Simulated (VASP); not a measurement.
# C (Pm-3m) in VASP: further runs

C is run at these levels: r2SCAN; tasks: relaxation of cell and atoms.

Everything below comes from runs of VASP 6.6.1. Logs are shortened: lines on timing, memory, paths and dates and some standing lists are left out, and cuts for length are marked.

## Step 1: The cell of the first run

The structure is cubic, space group Pm-3m (No. 221). Conventional cell: a = 1.950 Å, b = 1.950 Å, c = 1.950 Å, α = 90.00°, β = 90.00°, γ = 90.00°. Within 2.6 Å of C (site symmetry m-3m) lie 6 C at 1.95 Å.

## Step 2: Relaxation of cell and atoms, r2SCAN, target pressure 5 GPa, at which the enthalpy is minimised

POSCAR

```
C
1.0
    1.9500000000      0.0000000000      0.0000000000
    0.0000000000      1.9500000000      0.0000000000
    0.0000000000      0.0000000000      1.9500000000
C
1
Direct
    0.0000000000      0.0000000000      0.0000000000
```

INCAR.step1

```
ALGO = Normal
EDIFF = 1E-4
ENCUT = 600
GGA = PE
ISMEAR = -1
LASPH = T
LCHARG = F
LREAL = F
LWAVE = T
NELM = 60
PREC = Accurate
SIGMA = 0.05
```

INCAR.step2

```
ALGO = Normal
EDIFF = 1E-7
EDIFFG = -0.01
ENCUT = 600
IBRION = 2
ISIF = 3
ISMEAR = -1
ISTART = 1
LASPH = T
LCHARG = F
LMIXTAU = T
LREAL = F
LWAVE = F
METAGGA = R2SCAN
NELM = 60
NSW = 80
PREC = Accurate
PSTRESS = 50.0
SIGMA = 0.05
```

KPOINTS

```
k-points
0
Gamma
  9 9 9
```

Potentials or basis: VASP PAW PBE potentials, release 64 (C).

Command:

```
$ cat potpaw_PBE.64/C/POTCAR > POTCAR
$ cp INCAR.step1 INCAR
$ mpirun -np 1 vasp_std > vasp.out
$ cp INCAR.step2 INCAR
$ mpirun -np 1 vasp_std > vasp.out
```

OUTCAR:

```text
EDIFF = 1E-7
   EDIFFG = -0.01
   ENCUT = 600
   IBRION = 2
   ISIF = 3
   ISMEAR = -1
   ISTART = 1
   LASPH = T
   LREAL = F
   METAGGA = R2SCAN
   NELM = 60
   NSW = 80
   PREC = Accurate
   PSTRESS = 50.0

 ion  position               nearest neighbor table
   1  0.000  0.000  0.000-

  LATTYP: Found a simple cubic cell.
 ALAT       =     1.9500000000

  Lattice vectors:

 A1 = (   1.9500000000,   0.0000000000,   0.0000000000)
 A2 = (   0.0000000000,   1.9500000000,   0.0000000000)
 A3 = (   0.0000000000,   0.0000000000,   1.9500000000)

Analysis of symmetry for initial positions (statically):
=====================================================================
 Subroutine PRICEL returns:
 Original cell was already a primitive cell.

 Routine SETGRP: Setting up the symmetry group for a
 simple cubic supercell.

 Subroutine GETGRP returns: Found 48 space group operations
 (whereof 48 operations were pure point group operations)
 out of a pool of 48 trial point group operations.

The static configuration has the point symmetry O_h .

Analysis of symmetry for dynamics (positions and initial velocities):
=====================================================================
 Subroutine PRICEL returns:
 Original cell was already a primitive cell.

 Routine SETGRP: Setting up the symmetry group for a
 simple cubic supercell.

 Subroutine GETGRP returns: Found 48 space group operations
 (whereof 48 operations were pure point group operations)
 out of a pool of 48 trial point group operations.

The dynamic configuration has the point symmetry O_h .

 Subroutine INISYM returns: Found 48 space group operations
 (whereof 48 operations are pure point group operations),
 and found     1 'primitive' translations

----------------------------------------------------------------------------------------

                                     Primitive cell

  volume of cell :       7.4149

  direct lattice vectors                    reciprocal lattice vectors
     1.950000000  0.000000000  0.000000000     0.512820513  0.000000000  0.000000000
     0.000000000  1.950000000  0.000000000     0.000000000  0.512820513  0.000000000
     0.000000000  0.000000000  1.950000000     0.000000000  0.000000000  0.512820513

  length of vectors
     1.950000000  1.950000000  1.950000000     0.512820513  0.512820513  0.512820513

  position of ions in fractional coordinates (direct lattice)
     0.000000000  0.000000000  0.000000000

  ion indices of the primitive-cell ions
   primitive index   ion index
                 1           1

----------------------------------------------------------------------------------------

 KPOINTS: k-points

Automatic generation of k-mesh.
 Grid dimensions read from file:
 generate k-points for:    9    9    9

 Generating k-lattice:

  Cartesian coordinates                     Fractional coordinates (reciprocal lattice)
     0.056980057  0.000000000  0.000000000     0.111111111  0.000000000  0.000000000
     0.000000000  0.056980057  0.000000000     0.000000000  0.111111111  0.000000000
     0.000000000  0.000000000  0.056980057     0.000000000  0.000000000  0.111111111

  Length of vectors
     0.056980057  0.056980057  0.056980057

  Shift w.r.t. Gamma in fractional coordinates (k-lattice)
     0.000000000  0.000000000  0.000000000

 Subroutine IBZKPT returns following result:
 ===========================================

 Found     35 irreducible k-points:

 Following reciprocal coordinates:
            Coordinates               Weight
  0.000000  0.000000  0.000000      1.000000
  0.111111  0.000000  0.000000      6.000000
  0.222222  0.000000  0.000000      6.000000
  0.333333  0.000000  0.000000      6.000000
  0.444444  0.000000  0.000000      6.000000
  0.111111  0.111111  0.000000     12.000000
[... 16 lines left out ...]
  0.333333  0.333333  0.111111     24.000000
  0.444444  0.333333  0.111111     48.000000
 [... further k-points ...]
   k-points           NKPTS =     35   k-points in BZ     NKDIM =     35   number of bands    NBANDS=      6
   number of dos      NEDOS =    301   number of ions     NIONS =      1
   total plane-waves  NPLWV =   4096
   dimension x,y,z NGX =    16 NGY =   16 NGZ =   16
   dimension x,y,z NGXF=    32 NGYF=   32 NGZF=   32
   ions per type =               1
   NGX,Y,Z   is equivalent  to a cutoff of  13.64, 13.64, 13.64 a.u.
   NGXF,Y,Z  is equivalent  to a cutoff of  27.28, 27.28, 27.28 a.u.
 SYSTEM =  unknown system
   PREC   = accura    normal or accurate (medium, high low for compatibility)
   ISTART =      1    job   : 0-new  1-cont  2-samecut
   ICHARG =      0    charge: 1-file 2-atom 10-const
   ISPIN  =      1    spin polarized calculation?
   LNONCOLLINEAR =      F non collinear calculations
   LSORBIT =      F    spin-orbit coupling
   LASPH  =      T    aspherical Exc in radial PAW
   ENCUT  =  600.0 eV  44.10 Ry    6.64 a.u.   3.89  3.89  3.89*2*pi/ulx,y,z
   NELM   =     60;   NELMIN=  2; NELMDL=  0     # of ELM steps
   EDIFF  = 0.1E-06   stopping-criterion for ELM
   LREAL  =      F    real-space projection
   EDIFFG = -.1E-01   stopping-criterion for IOM
   NSW    =     80    number of steps for IOM
   IBRION =      2    ionic relax: 0-MD 1-quasi-New 2-CG
   NFREE  =      1    steps in history (QN), initial steepest desc. (CG)
   ISIF   =      3    stress and relaxation
   ISYM   =      2    0-nonsym 1-usesym 2-fastsym
   POTIM  = 0.5000    time-step for ionic-motion
   TEBEG  =    0.0;   TEEND  =   0.0 temperature during run
   PSTRESS=   50.0 pullay stress
   NELECT =       4.0000    total number of electrons
   NUPDOWN=      -1.0000    fix difference up-down
   EMIN   =  10.00;   EMAX   =-10.00  energy-range for DOS
   EFERMI =   0.00;   METHOD = LEGACY
   ISMEAR =    -1;   SIGMA  =   0.05  broadening in eV -4-tet -1-fermi 0-gaus
   EFERMI_NEDOS =   21; number of points for ismear=-14 and -15
   IALGO  =     38    algorithm
   IMIX   =      4    mixing-type and parameters
     AMIX     =   0.40;   BMIX     =  1.00
     AMIX_MAG =   1.60;   BMIX_MAG =  1.00
  volume/ion in A,a.u.               =       7.41        50.04
  Fermi-wavevector in a.u.,A,eV,Ry     =   1.332683  2.518406 24.164548  1.776044
  Thomas-Fermi vector in A             =   2.461599
   LORBIT       =      0    0 simple, 1 ext, 2 COOP (PROOUT), +10 PAW based schemes
   METAGGA = R2SCAN    functional components
   LHFCALC =     F    Hartree Fock is set to
   AEXX    =    0.0000 exact exchange contribution
   IVDW    =     0    specifies the selected vdW correction
   LEPSILON=     F    determine dielectric tensor
   LRPA    =     F    only Hartree local field effects (RPA)
 conjugate gradient relaxation of ions
 non-spin polarized calculation
  energy-cutoff  :      600.00
  volume of cell :        7.41
 maximum number of plane-waves:       265
 NGX is ok and might be reduce to    16
   NGX =  7   NGY =  7   NGZ =  7

--------------------------------------- Ionic step        1  -------------------------------------------

 number of electron       4.0000000 magnetization

 Free energy of the ion-electron system (eV)
  ---------------------------------------------------
  ext. energy  EPLUGINS =         0.00000000
  ---------------------------------------------------
  free energy    TOTEN  =        -6.67718751 eV

  energy without entropy =       -6.67230444  energy(sigma->0) =       -6.67474597

 E-fermi :   7.4079     XC(G=0): -13.3435

 val. band max:        7.2618148990   @ k =   0.3333   0.3333   0.0000
 cond. band min:       7.4449724510   @ k =   0.2222   0.0000   0.0000
 fundamental gap:      0.1831575520
 Fermi energy:         7.4079322464

 k-point     1 :       0.0000    0.0000    0.0000
  band No.  band energies     occupation
      1     -12.5179      2.00000
      2      14.6507      0.00000
      3      14.6507      0.00000
      4      14.6507      0.00000
      5      30.6747      0.00000
      6      30.6747      0.00000

 k-point     2 :       0.1111    0.0000    0.0000
  band No.  band energies     occupation
      1     -12.0974      2.00000
      2      12.1992      0.00000
      3      14.9009      0.00000
      4      14.9009      0.00000
      5      31.1360      0.00000
      6      32.6660      0.00000
[... 263 lines left out ...]
  FREE ENERGIE OF THE ION-ELECTRON SYSTEM (eV)
  ---------------------------------------------------
  free  energy   TOTEN  =        -6.9614295827 eV

  energy  without entropy=       -6.9586263545  energy(sigma->0) =       -6.96002797

  enthalpy is  TOTEN    =        -6.8059438556 eV   P V=        0.1554857271

--------------------------------------- Ionic step        3  -------------------------------------------

 number of electron       4.0000000 magnetization

 Free energy of the ion-electron system (eV)
  ---------------------------------------------------
  ext. energy  EPLUGINS =         0.00000000
  ---------------------------------------------------
  free energy    TOTEN  =        -7.05558440 eV

  energy without entropy =       -7.05264755  energy(sigma->0) =       -7.05411598

 E-fermi :  11.7728     XC(G=0): -14.9440

 val. band max:       11.6052262209   @ k =   0.2222   0.0000   0.0000
 cond. band min:      11.8516058095   @ k =   0.2222   0.2222   0.1111
 fundamental gap:      0.2463795886
 Fermi energy:        11.7728137647

 k-point     1 :       0.0000    0.0000    0.0000
  band No.  band energies     occupation
      1     -12.4689      2.00000
      2      21.0951      0.00000
      3      21.0951      0.00000
      4      21.0951      0.00000
      5      37.6288      0.00000
      6      37.6288      0.00000

 k-point     2 :       0.1111    0.0000    0.0000
  band No.  band energies     occupation
      1     -11.9573      2.00000
      2      17.7209      0.00000
      3      21.4414      0.00000
      4      21.4414      0.00000
      5      38.1964      0.00000
      6      41.2091      0.00000
[... 220 lines left out ...]
 POSITION                                       TOTAL-FORCE (eV/Angst)
 -----------------------------------------------------------------------------------
      0.00000      0.00000      0.00000         0.000000      0.000000      0.000000
 -----------------------------------------------------------------------------------
    total drift:                               -0.000000     -0.000000     -0.000000

  FREE ENERGIE OF THE ION-ELECTRON SYSTEM (eV)
  ---------------------------------------------------
  free  energy   TOTEN  =        -7.0555844039 eV

  energy  without entropy=       -7.0526475542  energy(sigma->0) =       -7.05411598

  enthalpy is  TOTEN    =        -6.8829729822 eV   P V=        0.1726114218

 reached required accuracy - stopping structural energy minimisation
```

Run time: 11 s. Hardware: 1 thread of Intel Xeon 6975P-C, shared host; peak memory 0.11 GiB.

Results:

```
Free energy                                            : -7.0556 eV
Relaxed volume                                         : 5.53 Å³/atom
Relaxed cell                                           : a = 1.768 Å, b = 1.768 Å, c = 1.768 Å, α = 90.00°, β = 90.00°, γ = 90.00°
Space group after relaxing (to 0.05 Å)                 : Pm-3m (No. 221)
Energy change on relaxing (the enthalpy is what falls) : -378.4 meV/atom
Ionic steps                                            : 3
Pressure after relaxing                                : 5.2 GPa
Band gap on the k mesh                                 : zero (band 2 reaches 21.10 eV, above the bottom of band 3 at 9.25 eV)
```

Step by step:
| step | energy change (eV) | largest force (eV/Å) | pressure (GPa) | volume (Å³) |
| --- | --- | --- | --- | --- |
| 1 | 0.0000 | 0.0000 | -50.59 | 7.41 |
| 2 | -0.2842 | 0.0000 | 53.81 | 4.98 |
| 3 | -0.3784 | 0.0000 | 5.20 | 5.53 |

Final structure:
```yaml
crystal:
  lattice:
    - [1.76849, 0.00000, 0.00000]
    - [0.00000, 1.76849, 0.00000]
    - [0.00000, 0.00000, 1.76849]
  atoms:
    - { symbol: C, position: [0.00000, 0.00000, 0.00000] }
```

Levels at points of the mesh, in eV from the Fermi level:
```tsv
k point	band 1	band 2	band 3	band 4	band 5	band 6
(0.00, 0.00, 0.00)	-24.24	9.32	9.32	9.32	25.86	25.86
```

Caveat: the cell is relaxed towards a set pressure, so the enthalpy falls and the energy may rise; the volume moved by over 15 % at a fixed basis, so the end points are rough; the PAW data sets were made with another functional, which shifts forces and pressure a little.

(Part 1 of 2 ends here.)
